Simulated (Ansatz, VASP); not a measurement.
# F: VASP beside Ansatz

File INCAR:

```
SYSTEM = F
ALGO = Normal
EDIFF = 1E-7
EDIFFG = -0.05
ENCUT = 600
GGA = PS
IBRION = 2
ISIF = 3
ISMEAR = 0
LASPH = .TRUE.
LCHARG = .FALSE.
LREAL = .FALSE.
LWAVE = .FALSE.
NELM = 100
NSW = 100
PREC = Accurate
SIGMA = 0.1
```

KPOINTS

```
k-points
0
G
  8 8 4
  0 0 0
```

File POSCAR:

```
F
1.0
    2.7500000000     -1.6400000000      0.0000000000
    2.7500000000      1.6400000000      0.0000000000
   -1.5347185945      0.0000000000      7.1163922626
F
4
Direct
    0.9680000000      0.6020000000      0.0997000000
    0.3980000000      0.0320000000      0.4003000000
    0.0320000000      0.3980000000      0.9003000000
    0.6020000000      0.9680000000      0.5997000000
```

Input for Ansatz:

```yaml
crystal:
  lattice:
    - [2.75, -1.64, 0.0]
    - [2.75, 1.64, 0.0]
    - [-1.5347185945, 0.0, 7.1163922626]
  atoms:
    - { symbol: F, position: [0.968, 0.602, 0.0997] }
    - { symbol: F, position: [0.398, 0.032, 0.4003] }
    - { symbol: F, position: [0.032, 0.398, 0.9003] }
    - { symbol: F, position: [0.602, 0.968, 0.5997] }
basis:
  ecutwfc: 420
kpoints:
  mp_grid: { grid: [8, 8, 4] }
hamiltonian:
  xc: pbesol
scf:
  occupations: { method: gaussian, width: 0.1 }
output:
  forces: true
  stress: true
  eigenvalues: true
relax:
  adjacent_minimum: "off"
  f_tol: 0.05
  max_steps: 80
  cell: { stress_tol: 0.5 }
```

Alike in both runs: task relaxation of cell and atoms; functional PBEsol; k mesh 8 × 8 × 4; occupations gaussian, width 0.1 eV; no spin polarisation.

|  | VASP | Ansatz |
| --- | --- | --- |
| version | VASP 6.6.1 | Ansatz 0.2.0 |
| potentials or method | VASP PAW PBE potentials, release 64 (F), cutoff 600 eV | scalar-relativistic, plane waves, PAW |
| valence electrons in the cell | 28 | 28 |

VASP gave:

- gap on the k mesh at the Fermi level, each at its own relaxed structure (eV): 2.64
- relaxed volume (Å³/atom): 15.67
- relaxed length of the cell vector where the two differ most in proportion (Å): 7.134

What did Ansatz give for the same quantities?

gap on the k mesh at the Fermi level, each at its own relaxed structure (eV): 2.91; relaxed volume (Å³/atom): 16.38; relaxed length of the cell vector where the two differ most in proportion (Å): 7.414.

VASP's potentials were made for PBE, not for PBEsol. One of these differences is far larger than is usual between the two programs; its cause wasn't traced.
